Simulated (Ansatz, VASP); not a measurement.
**InAs: VASP beside Ansatz**

```
CELL_PARAMETERS angstrom
0.00000 3.01800 3.01800
3.01800 0.00000 3.01800
3.01800 3.01800 0.00000
ATOMIC_POSITIONS crystal
In 0.00000 0.00000 0.00000
As 0.25000 0.25000 0.25000
```

Alike in both runs: task single point; functional LDA; k mesh 6 × 6 × 6; no spin polarisation.

```csv
,VASP,Ansatz
version,VASP 6.6.1,Ansatz 0.2.0
potentials or method,"VASP PAW LDA potentials, release 64 (In_d, As)","plane waves, PAW"
plane-wave cutoff (eV),520,420
occupations,"methfessel-paxton of order 1, width 0.1 eV",cold
valence electrons in the cell,18,28
```

```tsv
	VASP	Ansatz	Ansatz less VASP
gap on the k mesh at the Fermi level (eV)	none	none	-
pressure (GPa)	-0.1	-0.2	-0.15
```

LDA's correlation is that of Perdew and Zunger in VASP and of Perdew and Wang (1992) in Ansatz. A gap of «none» marks a metal or a gap that the smearing closes. VASP's potentials hold 18 valence electrons a cell and Ansatz's 28, so a difference there can come from the potentials and not from the codes.
